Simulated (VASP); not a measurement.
Set up this calculation in VASP 6.6.1, as the native input.

* Task: single point
* Functional: PBE
* Potentials or basis: VASP PAW PBE potentials, release 64 (Hf_pv, O)
* Cutoff: 600 eV
* k mesh: 4 × 4 × 4
* Occupations: gaussian, width 0.01 eV
* Spin: no spin polarisation
* Dipole correction: no
* Further INCAR settings: ALGO = Normal; EDIFF = 1e-06; NBANDS = 18

The structure of HfO2 lies in POSCAR:

```
HfO2
1.0
    0.0000000000      2.5139318800      2.5139318800
    2.5139318800      0.0000000000      2.5139318800
    2.5139318800      2.5139318800      0.0000000000
Hf O
1 2
Direct
    0.0000000000      0.0000000000      0.0000000000
    0.2500000000      0.2500000000      0.2500000000
    0.7500000000      0.7500000000      0.7500000000
```

One way to write it, as run:

INCAR

```
SYSTEM = HfO2
ALGO     = Normal         ! electronic algorithm
EDIFF    = 1E-6           ! SCF threshold, eV
ENCUT    = 600            ! plane-wave cutoff, eV
GGA      = PE             ! functional
GGA_COMPAT= .FALSE.      
ISIF     = 2              ! what is computed and relaxed
ISMEAR   = 0              ! smearing method
LASPH    = .TRUE.         ! aspherical terms in the spheres
LCHARG   = .TRUE.         ! write CHGCAR
LELF     = .TRUE.         ! ELF
LREAL    = .FALSE.        ! projectors in reciprocal space
LVHAR    = .TRUE.       
LWAVE    = .FALSE.        ! write WAVECAR
NBANDS   = 18             ! bands
NELM     = 120            ! most SCF steps
PREC     = Accurate       ! precision mode
SIGMA    = 0.01           ! smearing width, eV
```

KPOINTS

```
k-points
0
G
  4 4 4
  0 0 0
```

Potentials or basis: VASP PAW PBE potentials, release 64 (Hf_pv, O).

Command:

```bash
$ cat potpaw_PBE.64/Hf_pv/POTCAR potpaw_PBE.64/O/POTCAR > POTCAR
$ mpirun -np 1 vasp_std > vasp.out
```

It gave:

* Pressure: 6.8 GPa
* Band gap on the k mesh: 3.87 eV, direct

Caveat: the k points lie up to 0.54 Å⁻¹ apart; spin-orbit coupling is left out, which moves the levels of the heavy elements.

Wall time 13 s on 1 thread of Intel(R) Xeon(R) Platinum 8259CL CPU @ 2.50GHz (Skylake/Cascade Lake) (shared host), peak memory 0.15 GiB.
